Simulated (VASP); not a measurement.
GaP, 2 atoms in the cell. The structure is cubic, space group F-43m (No. 216). The conventional cell has a = 5.438 Å, b = 5.438 Å, c = 5.438 Å, α = 90.00°, β = 90.00°, γ = 90.00°. Ga (site symmetry -43m) has 4 P at 2.35 Å within 3.1 Å. P (site symmetry -43m) has 4 Ga at 2.35 Å within 3.1 Å. 

```yaml
Program: VASP 6.6.1
Task: single point
Functional: PBEsol
Potentials_or_basis: VASP PAW PBE potentials, release 64 (Ga_d, P)
Cutoff: 500 eV
k_mesh: 8 × 8 × 8
Occupations: gaussian, width 0.01 eV
Spin: no spin polarisation
Dipole_correction: no
Further_INCAR_settings: ALGO = Normal; EDIFF = 1e-06; NBANDS = 16
```

Potentials or basis: VASP PAW PBE potentials, release 64 (Ga_d, P).

Command:

```console
$ cat potpaw_PBE.64/Ga_d/POTCAR potpaw_PBE.64/P/POTCAR > POTCAR
$ mpirun -np 1 vasp_std > vasp.out
```

Hardware: 1 thread of Intel(R) Xeon(R) Platinum 8375C CPU @ 2.90GHz (Ice Lake) (shared host).

Task: Estimate the wall time of this run.

Result: It took 11 s on 1 thread of Intel(R) Xeon(R) Platinum 8375C CPU @ 2.90GHz (Ice Lake) (shared host), peak memory 0.15 GiB. Counts: scf iterations 12, k points 29.
